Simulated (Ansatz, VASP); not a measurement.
## Two plane-wave programs on In2O3

```
CELL_PARAMETERS angstrom
2.78144 1.60587 4.90199
-2.78144 1.60587 4.90199
0.00000 -3.21173 4.90199
ATOMIC_POSITIONS crystal
In 0.64330 0.64330 0.64330
In 0.85670 0.85670 0.85670
In 0.35670 0.35670 0.35670
In 0.14330 0.14330 0.14330
O 0.04687 0.75000 0.45313
O 0.75000 0.45313 0.04687
O 0.45313 0.04687 0.75000
O 0.95313 0.25000 0.54687
O 0.54687 0.95313 0.25000
O 0.25000 0.54687 0.95313
```

Change from the starting cell: hydrostatic strain +1.0%.

Alike in both runs: task single point; functional PBE; k mesh 6 × 6 × 6; occupations fermi-dirac, width 0.02 eV; no spin polarisation.

|  | VASP | Ansatz |
| --- | --- | --- |
| version | VASP 6.6.1 | Ansatz 0.2.0 |
| potentials or method | VASP PAW PBE potentials, release 64 (In_d, O) | plane waves, PAW |
| plane-wave cutoff (eV) | 520 | 420 |
| valence electrons in the cell | 88 | 88 |

```tsv
	VASP	Ansatz	Ansatz less VASP
gap on the k mesh at the Fermi level (eV)	1.02	1.03	+0.007
pressure (GPa)	1.7	1.3	-0.41
traceless stress, the component that is largest in VASP (GPa)	0.16	0.26	+0.105
rms of the force components (eV/Å)	0.033	0.037	+0.0037
```

Atom by atom the forces differ by 0.006 eV/Å (rms over components). The functional is the same, so the differences come from potentials, cutoffs and numerics.
